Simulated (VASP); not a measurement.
A run of VASP 6.6.1:

File INCAR:

```
PREC = Accurate
ENCUT = 600
EDIFF = 1E-6
ISMEAR = 0
SIGMA = 0.02
LREAL = F
LASPH = T
NELM = 120
ALGO = Normal
ISIF = 2
LWAVE = F
LCHARG = F
GGA = CA
NBANDS = 11
GGA_COMPAT = F
```

File KPOINTS:

```
regular mesh
0
Gamma
  6 6 6
```

The input POSCAR:

```
MgS
1.0
    0.0000000000      2.8248987398      2.7685633895
    2.8248987398      0.0000000000      2.7685633895
    2.8248987398      2.8248987398      0.0000000000
Mg S
1 1
Direct
    0.0000000000      0.0000000000      0.0000000000
    0.2500000000      0.2500000000      0.2500000000
```

Potentials or basis: VASP PAW LDA potentials, release 64 (Mg, S).

Command:

```sh
$ cat potpaw_LDA.64/Mg/POTCAR potpaw_LDA.64/S/POTCAR > POTCAR
$ mpirun -np 1 vasp_std > vasp.out
```

Hardware: 1 thread of Intel Xeon 8259CL, on a shared host.

Estimate the wall time of this run.

Wall time 14 s on 1 thread of Intel Xeon 8259CL (shared host), peak memory 0.16 GiB. Counts: scf iterations 12, k points 30.
